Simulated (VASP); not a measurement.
# TcRu (P-6m2) in VASP: notebook

TcRu is run at these levels: LDA; tasks: single point, relaxation of cell and atoms.

Everything below comes from runs of VASP 6.6.1. Logs are shortened: lines on timing, memory, paths and dates and some standing lists are left out, and cuts for length are marked.

## Step 1: The cell of the first run

The structure is hexagonal, space group P-6m2 (No. 187). The conventional cell has a = 2.627 Å, b = 2.627 Å, c = 4.185 Å, α = 90.00°, β = 90.00°, γ = 120.00°. Within 3.4 Å of Tc (site symmetry -6m2) lie 6 Ru at 2.58 Å and 6 Tc at 2.63 Å. Within 3.4 Å of Ru (site symmetry -6m2) lie 6 Tc at 2.58 Å and 6 Ru at 2.63 Å.

## Step 2: Single point, LDA

INCAR reads:

```
SYSTEM = TcRu
ALGO = Normal
EDIFF = 1E-6
ENCUT = 520
ISIF = 2
ISMEAR = -1
LASPH = .TRUE.
LCHARG = .FALSE.
LREAL = .FALSE.
LWAVE = .FALSE.
NBANDS = 20
NELM = 80
PREC = Accurate
SIGMA = 0.15
```

KPOINTS reads:

```
k-points
0
G
  9 9 5
  0 0 0
```

POSCAR reads:

```
TcRu
1.0
    2.6267292076     -0.0000002783      0.0000000000
   -1.3133643628      2.2748143618      0.0000000000
    0.0000000000      0.0000000000      4.1849449917
Tc Ru
1 1
Direct
    0.0000000000      0.0000000000      0.0000000000
    0.3333333333      0.6666666667      0.5000000000
```

Potentials or basis: VASP PAW LDA potentials, release 64 (Tc_pv, Ru_pv).

Launch:

```console
$ cat potpaw_LDA.64/Tc_pv/POTCAR potpaw_LDA.64/Ru_pv/POTCAR > POTCAR
$ mpirun -np 1 vasp_std > vasp.out
```

OUTCAR:

```text
SYSTEM = TcRu
   EDIFF = 1E-6
   ENCUT = 520
   ISIF = 2
   ISMEAR = -1
   LASPH = .TRUE.
   LREAL = .FALSE.
   NELM = 80
   PREC = Accurate

 ion  position               nearest neighbor table
   1  0.000  0.000  0.000-   2 2.58   2 2.58   2 2.58   2 2.58   2 2.58   2 2.58
   2  0.333  0.667  0.500-   1 2.58   1 2.58   1 2.58   1 2.58   1 2.58   1 2.58

  LATTYP: Found a hexagonal cell.
 ALAT       =     2.6267292076
 C/A-ratio  =     1.5932152350

  Lattice vectors:

 A1 = (   2.6267292076,  -0.0000002783,   0.0000000000)
 A2 = (  -1.3133643628,   2.2748143618,   0.0000000000)
 A3 = (   0.0000000000,   0.0000000000,   4.1849449917)

Analysis of symmetry for initial positions (statically):
=====================================================================
 Subroutine PRICEL returns:
 Original cell was already a primitive cell.

 Routine SETGRP: Setting up the symmetry group for a
 hexagonal supercell.

 Subroutine GETGRP returns: Found 12 space group operations
 (whereof 12 operations were pure point group operations)
 out of a pool of 24 trial point group operations.

The static configuration has the point symmetry D_3h.

Analysis of symmetry for dynamics (positions and initial velocities):
=====================================================================
 Subroutine PRICEL returns:
 Original cell was already a primitive cell.

 Routine SETGRP: Setting up the symmetry group for a
 hexagonal supercell.

 Subroutine GETGRP returns: Found 12 space group operations
 (whereof 12 operations were pure point group operations)
 out of a pool of 24 trial point group operations.

The dynamic configuration has the point symmetry D_3h.

 Subroutine INISYM returns: Found 12 space group operations
 (whereof 12 operations are pure point group operations),
 and found     1 'primitive' translations

----------------------------------------------------------------------------------------

                                     Primitive cell

  volume of cell :      25.0064

  direct lattice vectors                    reciprocal lattice vectors
     2.626729208 -0.000000278  0.000000000     0.380701619  0.219798128  0.000000000
    -1.313364363  2.274814362  0.000000000     0.000000047  0.439596337  0.000000000
     0.000000000  0.000000000  4.184944992     0.000000000  0.000000000  0.238951767

  length of vectors
     2.626729208  2.626729208  4.184944992     0.439596337  0.439596337  0.238951767

  position of ions in fractional coordinates (direct lattice)
     0.000000000  0.000000000  0.000000000
     0.333333333  0.666666667  0.500000000

  ion indices of the primitive-cell ions
   primitive index   ion index
                 1           1
                 2           2

----------------------------------------------------------------------------------------

 KPOINTS: k-points

Automatic generation of k-mesh.
 Grid dimensions read from file:
 generate k-points for:    9    9    5

 Generating k-lattice:

  Cartesian coordinates                     Fractional coordinates (reciprocal lattice)
     0.042300180  0.024422014  0.000000000     0.111111111 -0.000000000  0.000000000
     0.000000005  0.048844037  0.000000000     0.000000000  0.111111111  0.000000000
     0.000000000  0.000000000  0.047790353     0.000000000  0.000000000  0.200000000

  Length of vectors
     0.048844037  0.048844037  0.047790353

  Shift w.r.t. Gamma in fractional coordinates (k-lattice)
     0.000000000  0.000000000  0.000000000

 Subroutine IBZKPT returns following result:
 ===========================================

 Found     36 irreducible k-points:

 Following reciprocal coordinates:
            Coordinates               Weight
  0.000000  0.000000  0.000000      1.000000
  0.111111 -0.000000  0.000000      6.000000
  0.222222 -0.000000  0.000000      6.000000
  0.333333 -0.000000  0.000000      6.000000
  0.444444 -0.000000  0.000000      6.000000
  0.111111  0.111111  0.000000      6.000000
[... 16 lines left out ...]
  0.333333  0.222222  0.200000     24.000000
  0.333333  0.333333  0.200000      4.000000
 [... further k-points ...]
   k-points           NKPTS =     36   k-points in BZ     NKDIM =     36   number of bands    NBANDS=     20
   number of dos      NEDOS =    301   number of ions     NIONS =      2
   total plane-waves  NPLWV =  12800
   dimension x,y,z NGX =    20 NGY =   20 NGZ =   32
   dimension x,y,z NGXF=    40 NGYF=   40 NGZF=   64
   ions per type =               1   1
   NGX,Y,Z   is equivalent  to a cutoff of  12.66, 12.66, 12.71 a.u.
   NGXF,Y,Z  is equivalent  to a cutoff of  25.32, 25.32, 25.42 a.u.
 SYSTEM =  TcRu
   PREC   = accura    normal or accurate (medium, high low for compatibility)
   ISTART =      0    job   : 0-new  1-cont  2-samecut
   ICHARG =      2    charge: 1-file 2-atom 10-const
   ISPIN  =      1    spin polarized calculation?
   LNONCOLLINEAR =      F non collinear calculations
   LSORBIT =      F    spin-orbit coupling
   LASPH  =      T    aspherical Exc in radial PAW
   ENCUT  =  520.0 eV  38.22 Ry    6.18 a.u.   4.88  4.88  7.78*2*pi/ulx,y,z
   NELM   =     80;   NELMIN=  2; NELMDL= -5     # of ELM steps
   EDIFF  = 0.1E-05   stopping-criterion for ELM
   LREAL  =      F    real-space projection
   EDIFFG = 0.1E-04   stopping-criterion for IOM
   NSW    =      0    number of steps for IOM
   IBRION =     -1    ionic relax: 0-MD 1-quasi-New 2-CG
   NFREE  =      0    steps in history (QN), initial steepest desc. (CG)
   ISIF   =      2    stress and relaxation
   ISYM   =      2    0-nonsym 1-usesym 2-fastsym
   POTIM  = 0.5000    time-step for ionic-motion
   TEBEG  =    0.0;   TEEND  =   0.0 temperature during run
   PSTRESS=    0.0 pullay stress
   NELECT =      27.0000    total number of electrons
   NUPDOWN=      -1.0000    fix difference up-down
   EMIN   =  10.00;   EMAX   =-10.00  energy-range for DOS
   EFERMI =   0.00;   METHOD = LEGACY
   ISMEAR =    -1;   SIGMA  =   0.15  broadening in eV -4-tet -1-fermi 0-gaus
   EFERMI_NEDOS =   21; number of points for ismear=-14 and -15
   IALGO  =     38    algorithm
   IMIX   =      4    mixing-type and parameters
     AMIX     =   0.40;   BMIX     =  1.00
     AMIX_MAG =   1.60;   BMIX_MAG =  1.00
  volume/ion in A,a.u.               =      12.50        84.38
  Fermi-wavevector in a.u.,A,eV,Ry     =   1.679496  3.173788 38.378066  2.820708
  Thomas-Fermi vector in A             =   2.763398
   LORBIT       =      0    0 simple, 1 ext, 2 COOP (PROOUT), +10 PAW based schemes
   GGA     = CA    functional components
   LHFCALC =     F    Hartree Fock is set to
   AEXX    =    0.0000 exact exchange contribution
   IVDW    =     0    specifies the selected vdW correction
   LEPSILON=     F    determine dielectric tensor
   LRPA    =     F    only Hartree local field effects (RPA)
 non-spin polarized calculation
  energy-cutoff  :      520.00
  volume of cell :       25.01
 maximum number of plane-waves:       699
 NGX is ok and might be reduce to    20
   NGX =  9   NGY =  9   NGZ = 15

 number of electron      26.9999999 magnetization

 Free energy of the ion-electron system (eV)
  ---------------------------------------------------
  ext. energy  EPLUGINS =         0.00000000
  ---------------------------------------------------
  free energy    TOTEN  =       -22.42194144 eV

  energy without entropy =      -22.28259398  energy(sigma->0) =      -22.35226771

 E-fermi :  14.6054     XC(G=0): -14.8605

 val. band max:       14.5404351854   @ k =   0.1111  -0.0000   0.2000
 cond. band min:      14.6086117201   @ k =   0.1111   0.1111   0.0000
 fundamental gap:      0.0681765347
 Fermi energy:        14.6054343396

 k-point     1 :       0.0000    0.0000    0.0000
  band No.  band energies     occupation
      1     -28.3912      2.00000
      2     -27.6261      2.00000
      3     -27.6261      2.00000
      4     -24.1216      2.00000
      5     -23.4795      2.00000
      6     -23.4795      2.00000
[... 12 lines left out ...]
     19      24.7818      0.00000
     20      26.7865      0.00000

 k-point     2 :       0.1111   -0.0000    0.0000
  band No.  band energies     occupation
      1     -28.3572      2.00000
      2     -27.7500      2.00000
      3     -27.6554      2.00000
      4     -24.1189      2.00000
      5     -23.6548      2.00000
      6     -23.5177      2.00000
[... 12 lines left out ...]
     19      24.7818      0.00000
     20      26.7228      0.00000

 k-point     3 :       0.2222   -0.0000    0.0000
  band No.  band energies     occupation
      1     -28.2700      2.00000
      2     -28.0574      2.00000
      3     -27.7289      2.00000
      4     -24.1127      2.00000
      5     -24.0851      2.00000
      6     -23.6136      2.00000
[... 12 lines left out ...]
     19      24.7815      0.00000
     20      26.3744      0.00000

 k-point     4 :       0.3333   -0.0000    0.0000
  band No.  band energies     occupation
      1     -28.3966      2.00000
      2     -28.1690      2.00000
      3     -27.8115      2.00000
      4     -24.5528      2.00000
      5     -24.1065      2.00000
      6     -23.7209      2.00000
[... 12 lines left out ...]
     19      25.6725      0.00000
     20      25.8491      0.00000

 k-point     5 :       0.4444   -0.0000    0.0000
  band No.  band energies     occupation
      1     -28.6125      2.00000
      2     -28.1019      2.00000
      3     -27.8649      2.00000
      4     -24.8471      2.00000
      5     -24.1030      2.00000
      6     -23.7899      2.00000
[... 12 lines left out ...]
     19      24.7817      0.00000
     20      26.8462      0.00000

 k-point     6 :       0.1111    0.1111    0.0000
  band No.  band energies     occupation
      1     -28.2966      2.00000
      2     -27.9541      2.00000
      3     -27.7183      2.00000
      4     -24.1145      2.00000
      5     -23.9410      2.00000
      6     -23.6013      2.00000
[... 12 lines left out ...]
     19      24.7816      0.00000
     20      26.5130      0.00000

 k-point     7 :       0.2222    0.1111    0.0000
  band No.  band energies     occupation
      1     -28.2513      2.00000
      2     -28.2024      2.00000
      3     -27.8227      2.00000
      4     -24.3523      2.00000
      5     -24.1082      2.00000
      6     -23.7404      2.00000
[... 12 lines left out ...]
     19      24.8537      0.00000
     20      26.1878      0.00000
[... 277 lines left out ...]
 k-point    20 :       0.3333    0.1111    0.2000
  band No.  band energies     occupation
      1     -28.5189      2.00000
      2     -28.1255      2.00000
      3     -27.9126      2.00000
      4     -24.6789      2.00000
      5     -24.0937      2.00000
      6     -23.8646      2.00000
[... 12 lines left out ...]
     19      24.7816      0.00000
     20      26.9549      0.00000

 k-point    21 :       0.4444    0.1111    0.2000
  band No.  band energies     occupation
      1     -28.6181      2.00000
      2     -28.1011      2.00000
      3     -27.9487      2.00000
      4     -24.8091      2.00000
      5     -24.0823      2.00000
      6     -23.9125      2.00000
[... 12 lines left out ...]
     19      24.7817      0.00000
     20      27.1111      0.00000

 k-point    22 :       0.2222    0.2222    0.2000
  band No.  band energies     occupation
      1     -28.4253      2.00000
      2     -28.1304      2.00000
      3     -27.9856      2.00000
      4     -24.5543      2.00000
      5     -24.0970      2.00000
      6     -23.9640      2.00000
[... 12 lines left out ...]
     19      24.7820      0.00000
     20      27.6588      0.00000

 k-point    23 :       0.3333    0.2222    0.2000
  band No.  band energies     occupation
      1     -28.5017      2.00000
      2     -28.1243      2.00000
      3     -28.0900      2.00000
      4     -24.6546      2.00000
      5     -24.1500      2.00000
      6     -24.0755      2.00000
[... 12 lines left out ...]
     19      24.7827      0.00000
     20      26.4062      0.00000

 k-point    24 :       0.3333    0.3333    0.2000
  band No.  band energies     occupation
      1     -28.3592      2.00000
      2     -28.3427      2.00000
      3     -28.0778      2.00000
      4     -24.4549      2.00000
      5     -24.4532      2.00000
      6     -24.0702      2.00000
[... 12 lines left out ...]
     19      24.2192      0.00000
     20      24.7862      0.00000

 [... further k-points ...]
[... 5 lines left out ...]
  --------------------------------------------------------------------------------------
  -------------------------------------------------------------------------------------
  Total        4.7996431      4.7996431      4.8098400     -0.0000000      0.0000000      0.0000000
  in kB      307.5165790    307.5165790    308.1699043     -0.0000000      0.0000000      0.0000000
  external PRESSURE =     307.7343541 kB  Pullay stress =       0.0000000 kB

 VOLUME and BASIS-vectors are now :
 -----------------------------------------------------------------------------
  energy-cutoff  :      520.00
  volume of cell :       25.01
      direct lattice vectors                 reciprocal lattice vectors
     2.626729208 -0.000000278  0.000000000     0.380701619  0.219798128  0.000000000
    -1.313364363  2.274814362  0.000000000     0.000000047  0.439596337  0.000000000
     0.000000000  0.000000000  4.184944992     0.000000000  0.000000000  0.238951767

 POSITION                                       TOTAL-FORCE (eV/Angst)
 -----------------------------------------------------------------------------------
      0.00000      0.00000      0.00000        -0.000000      0.000000      0.000000
      0.00000      1.51654      2.09247         0.000000     -0.000000      0.000000
 -----------------------------------------------------------------------------------
    total drift:                               -0.000000      0.000000     -0.000000

  FREE ENERGIE OF THE ION-ELECTRON SYSTEM (eV)
  ---------------------------------------------------
  free  energy   TOTEN  =       -22.4219414380 eV

  energy  without entropy=      -22.2825939778  energy(sigma->0) =      -22.35226771
```

It took 7 s on 1 thread of Intel Xeon Platinum 8481C at 2.70GHz (Sapphire Rapids), shared host; peak memory 0.14 GiB.

Results:

```yaml
Free_energy: -22.4219 eV
Pressure: 30.8 GPa
```

## Step 3: Relaxation of cell and atoms, LDA, target pressure 30 GPa, at which the enthalpy is minimised

This run uses another cell than the first one, of 13.87 Å³/atom, 1.109 times its volume.

INCAR reads:

```
PREC = Accurate
ENCUT = 600
EDIFF = 1E-7
ISMEAR = -1
SIGMA = 0.15
LREAL = F
LASPH = T
NELM = 60
ALGO = Normal
ISIF = 3
LWAVE = F
LCHARG = F
GGA = CA
IBRION = 2
NSW = 80
EDIFFG = -0.01
PSTRESS = 300.0
```

KPOINTS reads:

```
regular mesh
0
Gamma
  9 9 5
```

POSCAR reads:

```
TcRu
1.0
    2.7248630000      0.0000000000      0.0000000000
   -1.3624310000      2.3598000000      0.0000000000
    0.0000000000      0.0000000000      4.3128940000
Tc Ru
1 1
Direct
    0.0000000000      0.0000000000      0.0000000000
    0.3333333333      0.6666666667      0.5000000000
```

Potentials or basis: VASP PAW LDA potentials, release 64 (Tc_pv, Ru_pv).

Launch:

```console
$ cat potpaw_LDA.64/Tc_pv/POTCAR potpaw_LDA.64/Ru_pv/POTCAR > POTCAR
$ mpirun -np 1 vasp_std > vasp.out
```

Run time: 53 s. Hardware: 1 thread of Intel Xeon Platinum 8481C at 2.70GHz (Sapphire Rapids), shared host; peak memory 0.17 GiB.

It converged, with:

```yaml
Free_energy: -22.4323 eV
Relaxed_volume: 12.52 Å³/atom
Relaxed_cell: a = 2.628 Å, b = 2.628 Å, c = 4.188 Å, α = 90.00°, β = 90.00°, γ = 120.00°
Space_group_after_relaxing_to_0.05_Å: P-6m2 (No. 187)
Energy_change_on_relaxing_the_enthalpy_is_what_falls: +68.7 meV/atom
Ionic_steps: 10
Pressure_after_relaxing: 30.0 GPa
```

Step by step:
```
step  energy change (eV)  largest force (eV/Å)  pressure (GPa)  volume (Å³)
   1              0.0000                0.0000           -9.86        27.73
   2             12.0768                0.0000          562.13        16.06
   3              0.0561                0.0000           20.46        25.57
   4              0.1002                0.0000           25.95        25.27
   5              0.1382                0.0000           30.07        25.05
   6              0.1286                0.0000           29.08        25.10
   7              0.1307                0.0000           29.19        25.09
   8              0.1292                0.0000           29.13        25.09
   9              0.1662                0.0000           32.88        24.90
  10              0.1374                0.0000           30.00        25.05
```

Final structure:
```cif
data_structure
_symmetry_space_group_name_H-M 'P 1'
_symmetry_Int_Tables_number 1
_cell_length_a 2.6282
_cell_length_b 2.6282
_cell_length_c 4.1876
_cell_angle_alpha 90.000
_cell_angle_beta 90.000
_cell_angle_gamma 120.000
_cell_volume 25.05
loop_
_atom_site_label
_atom_site_type_symbol
_atom_site_fract_x
_atom_site_fract_y
_atom_site_fract_z
_atom_site_occupancy
Tc1 Tc 0.00000 0.00000 0.00000 1
Ru1 Ru 0.33333 0.66667 0.50000 1
```

Levels at points of the mesh, in eV from the Fermi level:
```tsv
k point	band 11	band 12	band 13	band 14	band 15	band 16	band 17
(0.00, 0.00, 0.00)	-2.28	-1.46	-1.46	-0.97	-0.97	2.31	2.31
```

Caveat: the cell is relaxed towards a set pressure, so the enthalpy falls and the energy may rise.
